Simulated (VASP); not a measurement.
Input of a VASP 6.6.1 run:

INCAR

```
PREC     = Accurate       # precision mode
ENCUT    = 520            # plane-wave cutoff, eV
EDIFF    = 1E-6           # SCF threshold, eV
ISMEAR   = 0              # smearing method
SIGMA    = 0.15           # smearing width, eV
LREAL    = F              # projectors in reciprocal space
LASPH    = T              # aspherical terms in the spheres
NELM     = 60             # most SCF steps
ALGO     = Fast           # electronic algorithm
ISIF     = 2              # what is computed and relaxed
LWAVE    = F              # write WAVECAR
LCHARG   = T              # write CHGCAR
GGA      = CA             # functional
LELF     = T              # ELF
LVHAR    = T            
NBANDS   = 14             # bands
```

Contents of KPOINTS:

```
Automatic mesh
0
Gamma
  16 16 16
```

POSCAR

```
TiAl
1.0
    3.1759697074      0.0000000000      0.0000000000
    0.0000000000      3.1759697074      0.0000000000
    0.0000000000      0.0000000000      2.8415400972
Ti Al
1 1
Direct
    0.0000000000      0.0000000000      0.0000000000
    0.5000000000      0.5000000000      0.5000000000
```

Potentials or basis: VASP PAW LDA potentials, release 64 (Ti_sv, Al).

Run with:

```bash
$ cat potpaw_LDA.64/Ti_sv/POTCAR potpaw_LDA.64/Al/POTCAR > POTCAR
$ mpirun -np 1 vasp_std > vasp.out
```

(1) What does it give for the pressure?

(2) Predict the band gap on the k mesh.

Results:

(1) 9.5 GPa.

(2) zero (an odd number of electrons rules out a gap without spin polarisation).

Caveat: the cell stands under pressure.
